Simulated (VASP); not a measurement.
# MgS in VASP: a series of runs

MgS is run at these levels: PBEsol; tasks: single point.

All numbers are computed with VASP 6.6.1; they aren't measurements. Logs are shortened: lines on timing, memory, paths and dates and some standing lists are left out, and cuts for length are marked.

## (1) The cell of the first run

The structure is cubic, space group Fm-3m (No. 225). The conventional cell has a = 5.182 Å, b = 5.182 Å, c = 5.182 Å, α = 90.00°, β = 90.00°, γ = 90.00°. Mg (site symmetry m-3m) has 6 S at 2.59 Å within 3.4 Å. Within 3.4 Å of S (site symmetry m-3m) lie 6 Mg at 2.59 Å.

## (2) Single point, PBEsol

Input file INCAR:

```
SYSTEM = MgS
PREC = Accurate ; ENCUT = 520
EDIFF = 1E-7 ; ISMEAR = 0
SIGMA = 0.01 ; LREAL = .False.
LASPH = .True. ; NELM = 80
ALGO = Normal ; ISIF = 2
LWAVE = .False. ; LCHARG = .False.
GGA = PS ; NBANDS = 11
```

Input file KPOINTS:

```
regular mesh
0
Gamma
  8 8 8
  0 0 0
```

Input file POSCAR:

```
MgS
1.0
    2.5909610208      2.5909610208      0.0000000000
   -2.5909610208      2.5909610208      0.0000000000
    0.0000000000      2.5909610208      2.5909610208
Mg S
1 1
Direct
    0.0000000000      0.0000000000      0.0000000000
    0.5000000000      0.5000000000      0.0000000000
```

Potentials or basis: VASP PAW PBE potentials, release 64 (Mg, S).

Started as:

```
$ cat potpaw_PBE.64/Mg/POTCAR potpaw_PBE.64/S/POTCAR > POTCAR
$ mpirun -np 1 vasp_std > vasp.out
```

OUTCAR:

```text
SYSTEM = MgS
   PREC = Accurate
   ENCUT = 520
   EDIFF = 1E-7
   ISMEAR = 0
   LREAL = .False.
   LASPH = .True.
   NELM = 80
   ISIF = 2
   GGA = PS

 ion  position               nearest neighbor table
   1  0.000  0.000  0.000-   2 2.59   2 2.59   2 2.59   2 2.59   2 2.59   2 2.59
   2  0.500  0.500  0.000-   1 2.59   1 2.59   1 2.59   1 2.59   1 2.59   1 2.59

  LATTYP: Found a face centered cubic cell.
 ALAT       =     5.1819220416

  Lattice vectors:

 A1 = (   0.0000000000,   2.5909610208,   2.5909610208)
 A2 = (   2.5909610208,   0.0000000000,   2.5909610208)
 A3 = (   2.5909610208,   2.5909610208,   0.0000000000)

Analysis of symmetry for initial positions (statically):
=====================================================================
 Subroutine PRICEL returns:
 Original cell was already a primitive cell.

 Routine SETGRP: Setting up the symmetry group for a
 face centered cubic supercell.

 Subroutine GETGRP returns: Found 48 space group operations
 (whereof 48 operations were pure point group operations)
 out of a pool of 48 trial point group operations.

The static configuration has the point symmetry O_h .

Analysis of symmetry for dynamics (positions and initial velocities):
=====================================================================
 Subroutine PRICEL returns:
 Original cell was already a primitive cell.

 Routine SETGRP: Setting up the symmetry group for a
 face centered cubic supercell.

 Subroutine GETGRP returns: Found 48 space group operations
 (whereof 48 operations were pure point group operations)
 out of a pool of 48 trial point group operations.

The dynamic configuration has the point symmetry O_h .

 Subroutine INISYM returns: Found 48 space group operations
 (whereof 48 operations are pure point group operations),
 and found     1 'primitive' translations

----------------------------------------------------------------------------------------

                                     Primitive cell

  volume of cell :      34.7867

  direct lattice vectors                    reciprocal lattice vectors
     2.590961021  2.590961021  0.000000000     0.192978588  0.192978588 -0.192978588
    -2.590961021  2.590961021  0.000000000    -0.192978588  0.192978588 -0.192978588
     0.000000000  2.590961021  2.590961021     0.000000000  0.000000000  0.385957176

  length of vectors
     3.664172215  3.664172215  3.664172215     0.334248720  0.334248720  0.385957176

  position of ions in fractional coordinates (direct lattice)
     0.000000000  0.000000000  0.000000000
     0.500000000  0.500000000  0.000000000

[... 85 lines left out ...]
   TEBEG  =    0.0;   TEEND  =   0.0 temperature during run
   PSTRESS=    0.0 pullay stress
   NELECT =       8.0000    total number of electrons
   NUPDOWN=      -1.0000    fix difference up-down
   EMIN   =  10.00;   EMAX   =-10.00  energy-range for DOS
   EFERMI =   0.00;   METHOD = LEGACY
   ISMEAR =     0;   SIGMA  =   0.01  broadening in eV -4-tet -1-fermi 0-gaus
   EFERMI_NEDOS =   21; number of points for ismear=-14 and -15
   IALGO  =     38    algorithm
   IMIX   =      4    mixing-type and parameters
     AMIX     =   0.40;   BMIX     =  1.00
     AMIX_MAG =   1.60;   BMIX_MAG =  1.00
  volume/ion in A,a.u.               =      17.39       117.38
  Fermi-wavevector in a.u.,A,eV,Ry     =   1.002999  1.895394 13.687563  1.006008
  Thomas-Fermi vector in A             =   2.135523
   LORBIT       =      0    0 simple, 1 ext, 2 COOP (PROOUT), +10 PAW based schemes
   GGA     = PS    functional components
   LHFCALC =     F    Hartree Fock is set to
   AEXX    =    0.0000 exact exchange contribution
   IVDW    =     0    specifies the selected vdW correction
   LEPSILON=     F    determine dielectric tensor
   LRPA    =     F    only Hartree local field effects (RPA)
 non-spin polarized calculation
 Gauss-broadening in eV      SIGMA  =   0.01
  energy-cutoff  :      520.00
  volume of cell :       34.79
 maximum number of plane-waves:       960
   NGX = 13   NGY = 13   NGZ = 13

 number of electron       7.9999999 magnetization

 Free energy of the ion-electron system (eV)
  ---------------------------------------------------
  ext. energy  EPLUGINS =         0.00000000
  ---------------------------------------------------
  free energy    TOTEN  =        -9.07505851 eV

  energy without entropy =       -9.07505851  energy(sigma->0) =       -9.07505851

 E-fermi :   3.8586     XC(G=0):  -9.8878

 val. band max:        3.7862817007   @ k =   0.0000   0.0000   0.0000
 cond. band min:       6.5160866916   @ k =   0.5000   0.5000   0.0000
 fundamental gap:      2.7298049909
 Fermi energy:         3.8586482683

 k-point     1 :       0.0000    0.0000    0.0000
  band No.  band energies     occupation
      1      -8.9684      2.00000
      2       3.7863      2.00000
      3       3.7863      2.00000
      4       3.7863      2.00000
      5       7.4765      0.00000
      6      11.6326      0.00000
      7      11.6326      0.00000
      8      11.6326      0.00000
      9      14.1113      0.00000
     10      14.1113      0.00000
     11      16.1118      0.00000
[... 309 lines left out ...]
 k-point    24 :       0.5000    0.2500    0.1250
  band No.  band energies     occupation
      1      -7.4060      2.00000
      2      -0.6404      2.00000
      3       1.5714      2.00000
      4       2.5941      2.00000
      5       9.3188      0.00000
      6       9.8014      0.00000
      7      12.1718      0.00000
      8      13.1771      0.00000
      9      16.0020      0.00000
     10      17.1060      0.00000
     11      19.2800      0.00000

 [... further k-points ...]

------------------------ aborting loop because EDIFF is reached ----------------------------------------

  FORCE on cell =-STRESS in cart. coord.  units (eV):
  Direction    XX          YY          ZZ          XY          YZ          ZX
  --------------------------------------------------------------------------------------
  -------------------------------------------------------------------------------------
  Total       -0.0415197     -0.0415197     -0.0415197     -0.0000000     -0.0000000     -0.0000000
  in kB       -1.9122846     -1.9122846     -1.9122846     -0.0000000     -0.0000000     -0.0000000
  external PRESSURE =      -1.9122846 kB  Pullay stress =       0.0000000 kB

 VOLUME and BASIS-vectors are now :
 -----------------------------------------------------------------------------
  energy-cutoff  :      520.00
  volume of cell :       34.79
      direct lattice vectors                 reciprocal lattice vectors
     2.590961021  2.590961021  0.000000000     0.192978588  0.192978588 -0.192978588
    -2.590961021  2.590961021  0.000000000    -0.192978588  0.192978588 -0.192978588
     0.000000000  2.590961021  2.590961021     0.000000000  0.000000000  0.385957176

 POSITION                                       TOTAL-FORCE (eV/Angst)
 -----------------------------------------------------------------------------------
      0.00000      0.00000      0.00000         0.000000     -0.000000      0.000000
      0.00000      2.59096      0.00000        -0.000000      0.000000      0.000000
 -----------------------------------------------------------------------------------
    total drift:                               -0.000000      0.000000     -0.000000

  FREE ENERGIE OF THE ION-ELECTRON SYSTEM (eV)
  ---------------------------------------------------
  free  energy   TOTEN  =        -9.0750585134 eV

  energy  without entropy=       -9.0750585134  energy(sigma->0) =       -9.07505851
```

stdout:

```text
POSCAR found type information on POSCAR MgS
 POSCAR found :  2 types and       2 ions
 scaLAPACK will be used
 -----------------------------------------------------------------------------
|                                                                             |
|                                                                             |
|     You enforced a specific xc type in the INCAR file but a different       |
|     I HOPE YOU KNOW WHAT YOU ARE DOING!                                     |
|                                                                             |
 -----------------------------------------------------------------------------

 LDA part: xc-table for (Slater+PW92), standard interpolation
 POSCAR, INCAR and KPOINTS ok, starting setup
 FFT: planning ... GRIDC
 FFT: planning ... GRID_SOFT
 FFT: planning ... GRID
 WAVECAR not read
 entering main loop
```

Run time: 7.5 s. Hardware: 1 thread of Intel Xeon 6975P-C (Granite Rapids), shared host; peak memory 0.15 GiB.

Results:

* Free energy: -9.0751 eV
* Pressure: -0.2 GPa
* Band gap on the k mesh: 2.73 eV, indirect (least direct gap 3.69 eV)

Levels at points of the mesh, in eV from the valence-band top:
```csv
k point,band 1,band 2,band 3,band 4,band 5,band 6,band 7,band 8
"(0.00, 0.00, 0.00)",-12.75,0.00,0.00,0.00,3.69,7.85,7.85,7.85
"(0.50, 0.00, 0.00)",-11.40,-4.96,-0.61,-0.61,4.42,6.84,6.84,10.20
"(0.50, 0.50, 0.00)",-11.01,-4.33,-1.74,-1.74,2.73,4.21,11.99,12.86
```

Caveat: the PAW data sets were made with another functional, which shifts forces and pressure a little.

## (3) Single point, PBEsol (in-plane strain -0.02, then relaxed in part)

Input file INCAR:

```
SYSTEM = MgS
PREC     = Accurate       ! precision mode
ENCUT    = 520            ! plane-wave cutoff, eV
EDIFF    = 1E-6           ! SCF threshold, eV
ISMEAR   = 0              ! smearing method
SIGMA    = 0.01           ! smearing width, eV
LREAL    = .False.        ! projectors in reciprocal space
LASPH    = .True.         ! aspherical terms in the spheres
NELM     = 60             ! most SCF steps
ALGO     = Normal         ! electronic algorithm
ISIF     = 2              ! what is computed and relaxed
LWAVE    = .False.        ! write WAVECAR
LCHARG   = .True.         ! write CHGCAR
GGA      = PS             ! functional
LELF     = .True.         ! ELF
LVHAR    = .True.       
NBANDS   = 11             ! bands
```

Input file KPOINTS:

```
Automatic mesh
0
Gamma
  8 8 8
  0 0 0
```

Input file POSCAR:

```
MgS
1.0
    2.5391418004      2.5391418004      0.0000000000
   -2.5391418004      2.5391418004      0.0000000000
    0.0000000000      2.5391418004      2.6198206004
Mg S
1 1
Direct
    0.0000000000      0.0000000000      0.0000000000
    0.5000000000      0.5000000000      0.0000000000
```

Potentials or basis: VASP PAW PBE potentials, release 64 (Mg, S).

Started as:

```
$ cat potpaw_PBE.64/Mg/POTCAR potpaw_PBE.64/S/POTCAR > POTCAR
$ mpirun -np 1 vasp_std > vasp.out
```

Run time: 12 s. Hardware: 1 thread of Intel Xeon 6975P-C (Granite Rapids), shared host; peak memory 0.16 GiB.

The run converged. Its results:

```yaml
Free_energy: -9.0598 eV
Pressure: 2.4 GPa
Band_gap_on_the_k_mesh: 2.66 eV, indirect (least direct gap 3.84 eV)
```

Stress tensor (GPa, compression positive):
```
 3.72  0.00  0.00
 0.00  3.72  0.00
 0.00  0.00 -0.19
```

Levels at points of the mesh, in eV from the valence-band top:
| k point | band 1 | band 2 | band 3 | band 4 | band 5 | band 6 | band 7 | band 8 |
| --- | --- | --- | --- | --- | --- | --- | --- | --- |
| (0.00, 0.00, 0.00) | -13.01 | -0.13 | -0.13 | 0.00 | 3.84 | 7.53 | 7.86 | 7.86 |
| (0.50, 0.00, 0.00) | -11.58 | -5.21 | -0.79 | -0.68 | 4.36 | 6.64 | 6.97 | 10.44 |
| (0.50, 0.50, 0.00) | -11.12 | -4.55 | -2.07 | -1.80 | 2.66 | 4.00 | 12.30 | 12.86 |
| (0.00, 0.00, 0.50) | -11.25 | -4.59 | -1.79 | -1.79 | 2.84 | 4.11 | 11.99 | 12.81 |

Caveat: the cell differs from its parent crystal (in-plane strain -0.02, then relaxed in part); the PAW data sets were made with another functional, which shifts forces and pressure a little. A k mesh can miss the band edges.

## (4) Single point, PBEsol (in-plane strain -0.02)

Input file INCAR:

```
PREC     = Accurate       # precision mode
ENCUT    = 520            # plane-wave cutoff, eV
EDIFF    = 1E-7           # SCF threshold, eV
ISMEAR   = 0              # smearing method
SIGMA    = 0.01           # smearing width, eV
LREAL    = False          # projectors in reciprocal space
LASPH    = True           # aspherical terms in the spheres
NELM     = 80             # most SCF steps
ALGO     = Normal         # electronic algorithm
ISIF     = 2              # what is computed and relaxed
LWAVE    = False          # write WAVECAR
LCHARG   = False          # write CHGCAR
GGA      = PS             # functional
NBANDS   = 11             # bands
```

Input file KPOINTS:

```
Automatic mesh
0
Gamma
  8 8 8
```

Changes to POSCAR since step 3:

```diff
@@ -4,3 +4,3 @@
    -2.5391418004      2.5391418004      0.0000000000
-    0.0000000000      2.5391418004      2.6198206004
+    0.0000000000      2.5391418004      2.6220525530
 Mg S
```

Started as:

```
$ cat potpaw_PBE.64/Mg/POTCAR potpaw_PBE.64/S/POTCAR > POTCAR
$ mpirun -np 1 vasp_std > vasp.out
```

Wall time 12 s (1 thread of Intel Xeon 6975P-C (Granite Rapids), shared host); peak memory 0.16 GiB.

It converged, with:

```yaml
Free_energy: -9.0598 eV
Pressure: 2.4 GPa
Band_gap_on_the_k_mesh: 2.65 eV, indirect (least direct gap 3.83 eV)
```

Stress tensor (GPa, compression positive):
```
 3.68  0.00  0.00
 0.00  3.68  0.00
 0.00  0.00 -0.31
```

Levels at points of the mesh, in eV from the valence-band top:
```csv
k point,band 1,band 2,band 3,band 4,band 5,band 6,band 7,band 8
"(0.00, 0.00, 0.00)",-13.01,-0.13,-0.13,0.00,3.83,7.52,7.86,7.86
"(0.50, 0.00, 0.00)",-11.58,-5.20,-0.79,-0.68,4.36,6.64,6.97,10.43
"(0.50, 0.50, 0.00)",-11.12,-4.55,-2.08,-1.79,2.65,4.00,12.29,12.86
"(0.00, 0.00, 0.50)",-11.26,-4.59,-1.78,-1.78,2.84,4.11,11.97,12.81
```

Caveat: the cell differs from its parent crystal (in-plane strain -0.02); the PAW data sets were made with another functional, which shifts forces and pressure a little. A k mesh can miss the band edges.

(Continued in part 2 of 2.)
